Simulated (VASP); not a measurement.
The system is NiO.

```
CELL_PARAMETERS angstrom
0.00000 2.05771 2.05771
2.05771 0.00000 2.05771
2.05771 2.05771 0.00000
ATOMIC_POSITIONS crystal
Ni 0.00000 0.00000 0.00000
O 0.50000 0.50000 0.50000
```

Base run:

* Program: VASP 6.6.1
* Functional: revPBE
* Dispersion: D3(BJ)
* Potentials or basis: VASP PAW PBE potentials, release 64 (Ni, O)
* Cutoff: 520 eV
* k mesh: 11 × 11 × 11
* Occupations: fermi-dirac, width 0.05 eV
* Spin: collinear spin, ferromagnetic start
* Starting moments: [1.0, 0.0] μB

Its results: pressure 13.9 GPa; net moment 1.62 μB per cell; site moments Ni +1.34; O +0.24 μB.

The run is repeated on the same cell with these changes: functional from revPBE to r2SCAN. What comes out?

Pressure 11.7 GPa; net moment 2.00 μB per cell; site moments Ni +1.69; O +0.28 μB.

Caveats: the PAW data sets were made with another functional, which shifts forces and pressure a little; a cell with one magnetic atom can't hold antiferromagnetic order, which such compounds often take; pairwise dispersion overbinds metals, which lowers pressure and volume (some runs).
